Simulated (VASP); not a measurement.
A run of VASP 6.6.1:

INCAR

```
SYSTEM = LiTa2H2
ALGO = Normal ; EDIFF = 1E-6
ENCUT = 520 ; GGA = PE
ISIF = 2 ; ISMEAR = 0
LASPH = .True. ; LCHARG = .False.
LREAL = .False. ; LWAVE = .False.
NBANDS = 22 ; NELM = 100
PREC = Accurate ; SIGMA = 0.1
```

File KPOINTS:

```
k-points
0
Gamma
  6 6 6
  0 0 0
```

Contents of POSCAR:

```
LiTa2H2
1.0
   -1.7952101100      1.7952101100      4.1220553500
    1.7952101100     -1.7952101100      4.1220553500
    1.7952101100      1.7952101100     -4.1220553500
Li Ta H
1 2 2
Direct
    0.0000000000      0.0000000000      0.0000000000
    0.7500000000      0.2500000000      0.5000000000
    0.2500000000      0.7500000000      0.5000000000
    0.6139807100      0.6139807100      0.0000000000
    0.3860192900      0.3860192900      0.0000000000
```

Potentials or basis: VASP PAW PBE potentials, release 64 (Li_sv, Ta_pv, H).

The run is started by

```bash
$ cat potpaw_PBE.64/Li_sv/POTCAR potpaw_PBE.64/Ta_pv/POTCAR potpaw_PBE.64/H/POTCAR > POTCAR
$ mpirun -np 1 vasp_std > vasp.out
```

Hardware: 1 thread of Intel(R) Xeon(R) Platinum 8375C CPU @ 2.90GHz (Ice Lake) (shared host).

Task: Estimate the wall time of this run.

Result: Run time: 39 s on 1 thread of Intel(R) Xeon(R) Platinum 8375C CPU @ 2.90GHz (Ice Lake), with other jobs on the host, peak memory 0.22 GiB. Counts: scf iterations 12, k points 30.
